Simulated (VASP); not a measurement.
## Ho2O: relaxation of cell and atoms with PBE

The system is Ho2O.

```
CELL_PARAMETERS angstrom
3.34713 0.00000 0.00000
0.00000 3.34713 0.00000
0.00000 0.00000 5.11468
ATOMIC_POSITIONS crystal
Ho 0.50000 0.50000 0.00000
Ho 0.00000 0.00000 0.50000
O 0.00000 0.00000 0.00000
```

The cell was generated, and may not be a known phase.

```
Program                : VASP 6.6.1
Task                   : relaxation of cell and atoms
Functional             : PBE
Potentials or basis    : VASP PAW PBE potentials, release 64 (Ho_3, O), 4f in core
Cutoff                 : 600 eV
k mesh                 : 10 × 10 × 8
Occupations            : gaussian, width 0.1 eV
Spin                   : no spin polarisation
Dipole correction      : no
Further INCAR settings : ALGO = Normal; EDIFF = 1e-07; IBRION = 2; EDIFFG = -0.01; NSW = 100; ISIF = 3
```

| Quantity | Value |
| --- | --- |
| Relaxed volume | 19.16 Å³/atom |
| Relaxed cell | a = 3.515 Å, b = 3.515 Å, c = 4.652 Å, α = 90.00°, β = 90.00°, γ = 90.00° |
| Space group after relaxing (to 0.1 Å) | P4/mmm (No. 123) |
| Energy gained by relaxing | 18.1 meV/atom |
| Ionic steps | 23 |
| Pressure after relaxing | 0.0 GPa |
| Band gap on the k mesh | zero (bands 12 and 13 overlap by 1.88 eV) |

Stress tensor (GPa, compression positive):
```
-0.07  0.00  0.00
 0.00 -0.07  0.00
 0.00  0.00  0.04
```

The path:
```csv
step,energy change (eV),largest force (eV/Å),pressure (GPa),volume (Å³)
1,0.0000,0.0000,0.66,57.30
2,-0.0023,0.0000,-0.53,57.96
3,-0.0023,0.0000,-0.42,57.89
4,-0.0044,0.0000,-0.38,57.75
5,-0.0119,0.0000,-0.14,57.32
6,-0.0352,0.0000,1.11,56.39
7,0.1038,0.0000,8.36,54.23
8,-0.0380,0.0000,1.47,56.22
9,-0.0357,0.0000,3.24,55.53
10,-0.0405,0.0000,2.10,55.95
11,-0.0405,0.0000,2.34,55.85
12,-0.0408,0.0000,2.36,55.85
13,-0.0415,0.0000,2.48,55.84
14,-0.0413,0.0000,2.73,55.83
15,-0.0417,0.0000,2.58,55.84
16,-0.0426,0.0000,2.45,55.89
17,-0.0450,0.0000,2.18,56.06
18,-0.0490,0.0000,1.65,56.40
19,-0.0536,0.0000,0.56,57.08
20,-0.0542,0.0000,0.04,57.42
21,-0.0542,0.0000,0.03,57.45
22,-0.0542,0.0000,-0.05,57.48
23,-0.0542,0.0000,-0.03,57.47
```

Final structure:
```
Ho O
1.0
     3.51491    0.00000    0.00000
     0.00000    3.51491    0.00000
     0.00000    0.00000    4.65181
Ho O
2 1
Direct
  0.50000 0.50000 0.00000
  0.00000 0.00000 0.50000
  0.00000 0.00000 0.00000
```

Levels at points of the mesh, in eV from the Fermi level:
```
           k point  band 10  band 11  band 12  band 13  band 14  band 15
(0.00, 0.00, 0.00)    -4.55    -4.42    -1.70     1.48     1.48     1.96
(0.50, 0.00, 0.00)    -4.77    -0.99    -0.85     0.41     1.76     2.86
(0.50, 0.50, 0.00)    -4.36    -2.27    -1.45    -1.45     3.54     4.01
(0.00, 0.00, 0.50)    -4.84    -2.77    -0.60     0.08     0.12     2.86
(0.50, 0.00, 0.50)    -5.98    -1.59     0.28     1.05     1.30     3.38
(0.50, 0.50, 0.50)    -5.38    -0.75    -0.05    -0.05     2.26     2.26
```

Wall time 11 min on 1 thread of Intel(R) Xeon(R) 6975P-C (Granite Rapids) (shared host), peak memory 0.26 GiB.

Caveat: spin-orbit coupling is left out, which moves the levels of the heavy elements; the 4f electrons are frozen in the core, so they carry no moment and show no levels; the run has no spin polarisation, though such a crystal can be magnetic. Spin polarisation is off, so any magnetic state and its effect on volume and gap are missing.
